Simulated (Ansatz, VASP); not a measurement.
## One calculation of InBAs2, two programs

INCAR

```
SYSTEM = InBAs2
PREC = Accurate
ENCUT = 520
EDIFF = 1E-6
ISMEAR = -1
SIGMA = 0.02
LREAL = .False.
LASPH = .True.
NELM = 100
ALGO = Normal
ISIF = 2
LWAVE = .False.
LCHARG = .True.
GGA = PE
LELF = .True.
LVHAR = .True.
NBANDS = 21
```

KPOINTS

```
Automatic mesh
0
Gamma
  6 6 4
  0 0 0
```

The input POSCAR:

```
InBAs2
1.0
    3.7464064601      0.0000000000      0.0000000000
    0.0000000000      3.7464064601      0.0000000000
    0.0000000000      0.0000000000      5.7650140700
B As In
1 2 1
Direct
    0.0000000000      0.0000000000      0.0000000000
    0.0000000000      0.5000000000      0.1923229665
    0.5000000000      0.0000000000      0.8076770335
    0.5000000000      0.5000000000      0.5000000000
```

Input for Ansatz:

```yaml
crystal:
  lattice:
    - [3.7464064601, 0.0, 0.0]
    - [0.0, 3.7464064601, 0.0]
    - [0.0, 0.0, 5.76501407]
  atoms:
    - { symbol: B, position: [0.0, 0.0, 0.0] }
    - { symbol: As, position: [0.0, 0.5, 0.1923229665] }
    - { symbol: In, position: [0.5, 0.5, 0.5] }
    - { symbol: As, position: [0.5, 0.0, 0.8076770335] }
kpoints:
  mp_grid: { grid: [6, 6, 4] }
hamiltonian:
  xc: pbe
scf:
  occupations: { method: fermi_dirac, width: 0.02 }
  n_extra_bands: 5
output:
  forces: true
  stress: true
  eigenvalues: true
```

Alike in both runs: task single point; functional PBE; k mesh 6 × 6 × 4; occupations fermi-dirac, width 0.02 eV; no spin polarisation.

```csv
,VASP,Ansatz
version,VASP 6.6.1,Ansatz 0.2.0
potentials or method,"VASP PAW PBE potentials, release 64 (B, As, In_d)","plane waves, PAW"
plane-wave cutoff (eV),520,420
valence electrons in the cell,26,46
```

```tsv
	VASP	Ansatz	Ansatz less VASP
pressure (GPa)	2.6	2.4	-0.18
rms of the force components (eV/Å)	0.015	0.020	+0.0059
```

The functional is the same, so the differences come from potentials, cutoffs and numerics. VASP's potentials hold 26 valence electrons a cell and Ansatz's 46, so a difference there can come from the potentials and not from the codes.
